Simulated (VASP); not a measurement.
# RbMgH2 (P6_3/mmc) in VASP: notebook

The runs below take RbMgH2 through single point, with PBE.

All numbers are computed with VASP 6.6.1; they aren't measurements. Logs are shortened: lines on timing, memory, paths and dates and some standing lists are left out, and cuts for length are marked.

## Step 1: The cell of the first run

It takes space group P6_3/mmc (No. 194, hexagonal). Conventional cell: a = 4.607 Å, b = 4.607 Å, c = 8.239 Å, α = 90.00°, β = 90.00°, γ = 120.00°. Within 2.7 Å of Rb (site symmetry -3m) lie 2 H at 2.06 Å. Within 3.5 Å of Mg (site symmetry -6m2) lie 6 H at 2.66 Å and 6 Rb at 3.36 Å. Within 2.7 Å of H (site symmetry -6m2) lie 2 Rb at 2.06 Å and 3 Mg at 2.66 Å and 3 H at 2.66 Å. Within 3.5 Å of H (site symmetry -6m2) lie 3 H at 2.66 Å and 3 Mg at 2.66 Å and 6 Rb at 3.36 Å.

The cell was built from a structure type or drawn by symmetry, and may not be a known phase.

## Step 2: Single point, PBE

INCAR reads:

```
SYSTEM = RbMgH2
PREC     = Accurate       ! precision mode
ENCUT    = 520            ! plane-wave cutoff, eV
EDIFF    = 1E-6           ! SCF threshold, eV
ISMEAR   = 0              ! smearing method
SIGMA    = 0.1            ! smearing width, eV
LREAL    = .FALSE.        ! projectors in reciprocal space
LASPH    = .TRUE.         ! aspherical terms in the spheres
NELM     = 100            ! most SCF steps
ALGO     = Normal         ! electronic algorithm
ISIF     = 2              ! what is computed and relaxed
LWAVE    = .FALSE.        ! write WAVECAR
LCHARG   = .FALSE.        ! write CHGCAR
GGA      = PE             ! functional
NBANDS   = 23             ! bands
```

KPOINTS reads:

```
regular mesh
0
G
  6 6 2
  0 0 0
```

POSCAR reads:

```
RbMgH2
1.0
    4.6067942500      0.0000000000      0.0000000000
   -2.3033971200      3.9896008500      0.0000000000
    0.0000000000      0.0000000000      8.2393676000
Rb Mg H
2 2 4
Direct
    0.0000000000      0.0000000000      0.0000000000
    0.0000000000      0.0000000000      0.5000000000
    0.6666666700      0.3333333300      0.2500000000
    0.3333333300      0.6666666700      0.7500000000
    0.0000000000      0.0000000000      0.2500000000
    0.0000000000      0.0000000000      0.7500000000
    0.3333333300      0.6666666700      0.2500000000
    0.6666666700      0.3333333300      0.7500000000
```

Potentials or basis: VASP PAW PBE potentials, release 64 (Rb_sv, Mg, H).

Command:

```console
$ cat potpaw_PBE.64/Rb_sv/POTCAR potpaw_PBE.64/Mg/POTCAR potpaw_PBE.64/H/POTCAR > POTCAR
$ mpirun -np 1 vasp_std > vasp.out
```

OUTCAR:

```text
SYSTEM = RbMgH2
   PREC = Accurate
   ENCUT = 520
   EDIFF = 1E-6
   ISMEAR = 0
   LREAL = .FALSE.
   LASPH = .TRUE.
   NELM = 100
   ISIF = 2
   GGA = PE

 ion  position               nearest neighbor table
   1  0.000  0.000  0.000-   5 2.06   6 2.06   3 3.36   4 3.36   4 3.36   3 3.36   3 3.36   4 3.36
                             2 4.12   2 4.12
   2  0.000  0.000  0.500-   5 2.06   6 2.06   3 3.36   4 3.36   4 3.36   3 3.36   3 3.36   4 3.36
                             1 4.12   1 4.12
   3  0.667  0.333  0.250-   1 3.36   2 3.36   1 3.36   2 3.36   1 3.36   2 3.36
   4  0.333  0.667  0.750-   1 3.36   2 3.36   1 3.36   2 3.36   1 3.36   2 3.36
   5  0.000  0.000  0.250-   1 2.06   2 2.06
   6  0.000  0.000  0.750-   1 2.06   2 2.06
   7  0.333  0.667  0.250-
   8  0.667  0.333  0.750-

  LATTYP: Found a hexagonal cell.
 ALAT       =     4.6067942500
 C/A-ratio  =     1.7885251984

  Lattice vectors:

 A1 = (   4.6067942500,   0.0000000000,   0.0000000000)
 A2 = (  -2.3033971200,   3.9896008500,   0.0000000000)
 A3 = (   0.0000000000,   0.0000000000,   8.2393676000)

Analysis of symmetry for initial positions (statically):
=====================================================================
 Subroutine PRICEL returns:
 Original cell was already a primitive cell.

 Routine SETGRP: Setting up the symmetry group for a
 hexagonal supercell.

 Subroutine GETGRP returns: Found 24 space group operations
 (whereof 12 operations were pure point group operations)
 out of a pool of 24 trial point group operations.

The static configuration has the point symmetry D_3d.
 The point group associated with its full space group is D_6h.

Analysis of symmetry for dynamics (positions and initial velocities):
=====================================================================
 Subroutine PRICEL returns:
 Original cell was already a primitive cell.

 Routine SETGRP: Setting up the symmetry group for a
 hexagonal supercell.

 Subroutine GETGRP returns: Found 24 space group operations
 (whereof 12 operations were pure point group operations)
 out of a pool of 24 trial point group operations.

The dynamic configuration has the point symmetry D_3d.
 The point group associated with its full space group is D_6h.

 Subroutine INISYM returns: Found 24 space group operations
 (whereof 12 operations are pure point group operations),
 and found     1 'primitive' translations

----------------------------------------------------------------------------------------

                                     Primitive cell

  volume of cell :     151.4336

  direct lattice vectors                    reciprocal lattice vectors
     4.606794250  0.000000000  0.000000000     0.217070689  0.125325820  0.000000000
    -2.303397120  3.989600850  0.000000000     0.000000000  0.250651641  0.000000000
     0.000000000  0.000000000  8.239367600     0.000000000  0.000000000  0.121368538

  length of vectors
     4.606794250  4.606794247  8.239367600     0.250651641  0.250651641  0.121368538

  position of ions in fractional coordinates (direct lattice)
     0.000000000  0.000000000  0.000000000
     0.000000000  0.000000000  0.500000000
     0.666666670  0.333333330  0.250000000
     0.333333330  0.666666670  0.750000000
     0.000000000  0.000000000  0.250000000
     0.000000000  0.000000000  0.750000000
     0.333333330  0.666666670  0.250000000
     0.666666670  0.333333330  0.750000000

  ion indices of the primitive-cell ions
   primitive index   ion index
                 1           1
                 2           2
                 3           3
                 4           4
                 5           5
                 6           6
                 7           7
                 8           8

----------------------------------------------------------------------------------------

 KPOINTS: regular mesh

Automatic generation of k-mesh.
 Grid dimensions read from file:
 generate k-points for:    6    6    2

 Generating k-lattice:

  Cartesian coordinates                     Fractional coordinates (reciprocal lattice)
     0.036178448  0.020887637  0.000000000     0.166666667  0.000000000  0.000000000
     0.000000000  0.041775274  0.000000000     0.000000000  0.166666667  0.000000000
     0.000000000  0.000000000  0.060684269     0.000000000  0.000000000  0.500000000

  Length of vectors
     0.041775273  0.041775274  0.060684269

  Shift w.r.t. Gamma in fractional coordinates (k-lattice)
     0.000000000  0.000000000  0.000000000

 Subroutine IBZKPT returns following result:
 ===========================================

 Found     14 irreducible k-points:

 Following reciprocal coordinates:
            Coordinates               Weight
  0.000000  0.000000  0.000000      1.000000
  0.166667  0.000000  0.000000      6.000000
  0.333333  0.000000  0.000000      6.000000
  0.500000 -0.000000  0.000000      3.000000
  0.166667  0.166667  0.000000      6.000000
  0.333333  0.166667  0.000000     12.000000
  0.333333  0.333333  0.000000      2.000000
  0.000000  0.000000  0.500000      1.000000
  0.166667  0.000000  0.500000      6.000000
  0.333333  0.000000  0.500000      6.000000
  0.500000 -0.000000  0.500000      3.000000
  0.166667  0.166667  0.500000      6.000000
  0.333333  0.166667  0.500000     12.000000
  0.333333  0.333333  0.500000      2.000000
   k-points           NKPTS =     14   k-points in BZ     NKDIM =     14   number of bands    NBANDS=     23
   number of dos      NEDOS =    301   number of ions     NIONS =      8
   total plane-waves  NPLWV =  82944
   dimension x,y,z NGX =    36 NGY =   36 NGZ =   64
   dimension x,y,z NGXF=    72 NGYF=   72 NGZF=  128
   ions per type =               2   2   4
   NGX,Y,Z   is equivalent  to a cutoff of  12.99, 12.99, 12.91 a.u.
   NGXF,Y,Z  is equivalent  to a cutoff of  25.98, 25.98, 25.83 a.u.
 SYSTEM =  RbMgH2
   PREC   = accura    normal or accurate (medium, high low for compatibility)
   ISTART =      0    job   : 0-new  1-cont  2-samecut
   ICHARG =      2    charge: 1-file 2-atom 10-const
   ISPIN  =      1    spin polarized calculation?
   LNONCOLLINEAR =      F non collinear calculations
   LSORBIT =      F    spin-orbit coupling
   LASPH  =      T    aspherical Exc in radial PAW
   ENCUT  =  520.0 eV  38.22 Ry    6.18 a.u.   8.57  8.57 15.32*2*pi/ulx,y,z
   NELM   =    100;   NELMIN=  2; NELMDL= -5     # of ELM steps
   EDIFF  = 0.1E-05   stopping-criterion for ELM
   LREAL  =      F    real-space projection
   EDIFFG = 0.1E-04   stopping-criterion for IOM
   NSW    =      0    number of steps for IOM
   IBRION =     -1    ionic relax: 0-MD 1-quasi-New 2-CG
   NFREE  =      0    steps in history (QN), initial steepest desc. (CG)
   ISIF   =      2    stress and relaxation
   ISYM   =      2    0-nonsym 1-usesym 2-fastsym
   POTIM  = 0.5000    time-step for ionic-motion
   TEBEG  =    0.0;   TEEND  =   0.0 temperature during run
   PSTRESS=    0.0 pullay stress
   NELECT =      26.0000    total number of electrons
   NUPDOWN=      -1.0000    fix difference up-down
   EMIN   =  10.00;   EMAX   =-10.00  energy-range for DOS
   EFERMI =   0.00;   METHOD = LEGACY
   ISMEAR =     0;   SIGMA  =   0.10  broadening in eV -4-tet -1-fermi 0-gaus
   EFERMI_NEDOS =   21; number of points for ismear=-14 and -15
   IALGO  =     38    algorithm
   IMIX   =      4    mixing-type and parameters
     AMIX     =   0.40;   BMIX     =  1.00
     AMIX_MAG =   1.60;   BMIX_MAG =  1.00
  volume/ion in A,a.u.               =      18.93       127.74
  Fermi-wavevector in a.u.,A,eV,Ry     =   0.909896  1.719455 11.264417  0.827911
  Thomas-Fermi vector in A             =   2.033995
   LORBIT       =      0    0 simple, 1 ext, 2 COOP (PROOUT), +10 PAW based schemes
   GGA     = PE    functional components
   LHFCALC =     F    Hartree Fock is set to
   AEXX    =    0.0000 exact exchange contribution
   IVDW    =     0    specifies the selected vdW correction
   LEPSILON=     F    determine dielectric tensor
   LRPA    =     F    only Hartree local field effects (RPA)
 non-spin polarized calculation
 Gauss-broadening in eV      SIGMA  =   0.10
  energy-cutoff  :      520.00
  volume of cell :      151.43
 maximum number of plane-waves:      4141
 NGX is ok and might be reduce to    36
   NGX = 17   NGY = 17   NGZ = 31

 number of electron      26.0000003 magnetization

 Free energy of the ion-electron system (eV)
  ---------------------------------------------------
  ext. energy  EPLUGINS =         0.00000000
  ---------------------------------------------------
  free energy    TOTEN  =       -11.91309006 eV

  energy without entropy =      -11.89281869  energy(sigma->0) =      -11.90295437

 E-fermi :   1.1390     XC(G=0):  -7.9912

 val. band max:        1.1138933013   @ k =   0.3333   0.0000   0.5000
 cond. band min:       1.1575773705   @ k =   0.1667   0.1667   0.5000
 fundamental gap:      0.0436840692
 Fermi energy:         1.1390374983

 k-point     1 :       0.0000    0.0000    0.0000
  band No.  band energies     occupation
      1     -25.8228      2.00000
      2     -25.7822      2.00000
      3     -10.8787      2.00000
      4     -10.0180      2.00000
      5     -10.0180      2.00000
      6      -9.9652      2.00000
[... 15 lines left out ...]
     22       5.6874      0.00000
     23       6.1463      0.00000

 k-point     2 :       0.1667    0.0000    0.0000
  band No.  band energies     occupation
      1     -25.8196      2.00000
      2     -25.7793      2.00000
      3     -10.8545      2.00000
      4     -10.0958      2.00000
      5     -10.0331      2.00000
      6     -10.0266      2.00000
[... 15 lines left out ...]
     22       6.1159      0.00000
     23       6.7120      0.00000
[... 284 lines left out ...]
     22       6.4703      0.00000
     23       8.3363      0.00000

 k-point    14 :       0.3333    0.3333    0.5000
  band No.  band energies     occupation
      1     -25.7890      2.00000
      2     -25.7890      2.00000
      3     -10.3501      2.00000
      4     -10.3501      2.00000
      5     -10.1745      2.00000
      6     -10.1745      2.00000
[... 15 lines left out ...]
     22       6.3211      0.00000
     23       8.6870      0.00000

------------------------ aborting loop because EDIFF is reached ----------------------------------------

  FORCE on cell =-STRESS in cart. coord.  units (eV):
  Direction    XX          YY          ZZ          XY          YZ          ZX
  --------------------------------------------------------------------------------------
  -------------------------------------------------------------------------------------
  Total       -0.7667361     -0.7667361     17.5608582     -0.0000000      0.0000000      0.0000000
  in kB       -8.1121200     -8.1121200    185.7950654     -0.0000000      0.0000000      0.0000000
  external PRESSURE =      56.5236084 kB  Pullay stress =       0.0000000 kB

 VOLUME and BASIS-vectors are now :
 -----------------------------------------------------------------------------
  energy-cutoff  :      520.00
  volume of cell :      151.43
      direct lattice vectors                 reciprocal lattice vectors
     4.606794250  0.000000000  0.000000000     0.217070689  0.125325820  0.000000000
    -2.303397120  3.989600850  0.000000000     0.000000000  0.250651641  0.000000000
     0.000000000  0.000000000  8.239367600     0.000000000  0.000000000  0.121368538

 POSITION                                       TOTAL-FORCE (eV/Angst)
 -----------------------------------------------------------------------------------
      0.00000      0.00000      0.00000        -0.000000     -0.000000     -0.000000
      0.00000      0.00000      4.11968        -0.000000     -0.000000     -0.000000
      2.30340      1.32987      2.05984        -0.000000      0.000000      0.000000
     -0.00000      2.65973      6.17953        -0.000000      0.000000      0.000000
      0.00000      0.00000      2.05984        -0.000000     -0.000000     -0.000000
      0.00000      0.00000      6.17953        -0.000000     -0.000000     -0.000000
     -0.00000      2.65973      2.05984        -0.000000     -0.000000     -0.000000
      2.30340      1.32987      6.17953         0.000000      0.000000      0.000000
 -----------------------------------------------------------------------------------
    total drift:                               -0.000000      0.000000      0.000000

  FREE ENERGIE OF THE ION-ELECTRON SYSTEM (eV)
  ---------------------------------------------------
  free  energy   TOTEN  =       -11.9130900621 eV

  energy  without entropy=      -11.8928186851  energy(sigma->0) =      -11.90295437
```

It took 31 s on 1 thread of AMD EPYC 9R45 (Zen 5), shared host; peak memory 0.25 GiB.

What came out:

| Quantity | Value |
| --- | --- |
| Free energy | -11.9131 eV |
| Pressure | 5.7 GPa |
| Band gap on the k mesh | zero (bands 13 and 14 overlap by 2.01 eV) |

Stress tensor (GPa, compression positive):
```
-0.81  0.00  0.00
 0.00 -0.81  0.00
 0.00  0.00 18.58
```

Caveat: the k points lie up to 0.38 Å⁻¹ apart, too coarse for converged energies and pressures of a metal.

## Step 3: Single point, PBE

This run uses another cell than the first one, of 19.92 Å³/atom.

Changes to INCAR since step 2:

```diff
@@ -12,4 +12,6 @@
 LWAVE    = .FALSE.        ! write WAVECAR
-LCHARG   = .FALSE.        ! write CHGCAR
+LCHARG   = .TRUE.         ! write CHGCAR
 GGA      = PE             ! functional
+LELF     = .TRUE.         ! ELF
+LVHAR    = .TRUE.       
 NBANDS   = 23             ! bands
```

KPOINTS reads:

```
Automatic mesh
0
G
  6 6 2
  0 0 0
```

POSCAR reads:

```
RbMgH2
1.0
    3.9296482875     -0.0000000025      0.0000000000
   -1.9648241416      3.4031752461      0.0000000000
    0.0000000000      0.0000000000     11.9164218096
Rb Mg H
2 2 4
Direct
    0.0000000000      0.0000000000      0.0000000000
    0.0000000000      0.0000000000      0.5000000000
    0.6666666667      0.3333333333      0.2500000000
    0.3333333333      0.6666666667      0.7500000000
    0.0000000000      0.0000000000      0.2500000000
    0.0000000000      0.0000000000      0.7500000000
    0.3333333333      0.6666666667      0.2500000000
    0.6666666667      0.3333333333      0.7500000000
```

Potentials or basis: VASP PAW PBE potentials, release 64 (Rb_sv, Mg, H).

Command:

```console
$ cat potpaw_PBE.64/Rb_sv/POTCAR potpaw_PBE.64/Mg/POTCAR potpaw_PBE.64/H/POTCAR > POTCAR
$ mpirun -np 1 vasp_std > vasp.out
```

It took 39 s on 1 thread of AMD EPYC 9R45 (Zen 5), shared host; peak memory 0.25 GiB.

The run converged. Its results:

```
Free energy            : -14.9726 eV
Pressure               : 0.0 GPa
Band gap on the k mesh : zero (bands 13 and 14 overlap by 1.63 eV)
```

Stress tensor (GPa, compression positive):
```
-0.07  0.00  0.00
 0.00 -0.07  0.00
 0.00  0.00  0.02
```

Levels at points of the mesh, in eV from the Fermi level:
```csv
k point,band 11,band 12,band 13,band 14,band 15,band 16
"(0.00, 0.00, 0.00)",-2.02,-0.63,0.53,0.90,0.92,2.60
"(0.50, 0.00, 0.00)",-3.45,-3.16,0.36,0.39,1.19,1.39
"(0.00, 0.00, 0.50)",-1.46,-1.46,0.76,0.76,1.70,1.70
"(0.50, 0.00, 0.50)",-3.32,-3.32,0.41,0.41,1.43,1.43
```

## Step 4: Single point, PBE

This run uses another cell than the first one, of 20.05 Å³/atom.

INCAR reads:

```
PREC = Accurate
ENCUT = 520
EDIFF = 1E-6
ISMEAR = 0
SIGMA = 0.1
LREAL = F
LASPH = T
NELM = 100
ALGO = Normal
ISIF = 2
LWAVE = F
LCHARG = F
GGA = PE
NBANDS = 23
```

KPOINTS reads:

```
regular mesh
0
Gamma
  12 12 4
```

Changes to POSCAR since step 3:

```diff
@@ -2,5 +2,5 @@
 1.0
-    3.9296482875     -0.0000000025      0.0000000000
-   -1.9648241416      3.4031752461      0.0000000000
-    0.0000000000      0.0000000000     11.9164218096
+    3.9203731307      0.0000000000      0.0000000000
+   -1.9601865653      3.3951427235      0.0000000000
+    0.0000000000      0.0000000000     12.0496300310
 Rb Mg H
```

Command:

```console
$ cat potpaw_PBE.64/Rb_sv/POTCAR potpaw_PBE.64/Mg/POTCAR potpaw_PBE.64/H/POTCAR > POTCAR
$ mpirun -np 1 vasp_std > vasp.out
```

It took 2.1 min on 1 thread of AMD EPYC 9R45 (Zen 5), shared host; peak memory 0.35 GiB.

It converged, with:

```yaml
Free_energy: -15.0824 eV
Pressure: -0.1 GPa
Band_gap_on_the_k_mesh: zero (bands 13 and 14 overlap by 1.61 eV)
```

Levels at points of the mesh, in eV from the Fermi level:
| k point | band 11 | band 12 | band 13 | band 14 | band 15 | band 16 |
| --- | --- | --- | --- | --- | --- | --- |
| (0.00, 0.00, 0.00) | -2.14 | -0.78 | 0.37 | 0.84 | 0.86 | 2.39 |
| (0.50, 0.00, 0.00) | -3.52 | -3.25 | 0.29 | 0.29 | 1.06 | 1.34 |
| (0.00, 0.00, 0.50) | -1.59 | -1.59 | 0.70 | 0.70 | 1.53 | 1.53 |
| (0.50, 0.00, 0.50) | -3.39 | -3.39 | 0.33 | 0.33 | 1.32 | 1.32 |

## Step 5: Overview

```csv
cell,k mesh,gap on the mesh (eV),pressure (GPa)
"a = 4.607, b = 4.607, c = 8.239 Å, angles 90.0, 90.0, 120.0°, 8 atoms",6 × 6 × 2,none,5.7
"a = 3.930, b = 3.930, c = 11.916 Å, angles 90.0, 90.0, 120.0°, 8 atoms",6 × 6 × 2,none,0.0
"a = 3.920, b = 3.920, c = 12.050 Å, angles 90.0, 90.0, 120.0°, 8 atoms",12 × 12 × 4,none,-0.1
```

Alike in all rows: task single point; level PBE; potentials or basis VASP PAW PBE potentials, release 64 (Rb_sv, Mg, H); no spin polarisation; cutoff (eV) 520; smearing gaussian 0.1 eV.

Caveats: some runs use coarse meshes.

Total energies depend on the potentials used, so only differences within one code and one set of settings carry meaning.
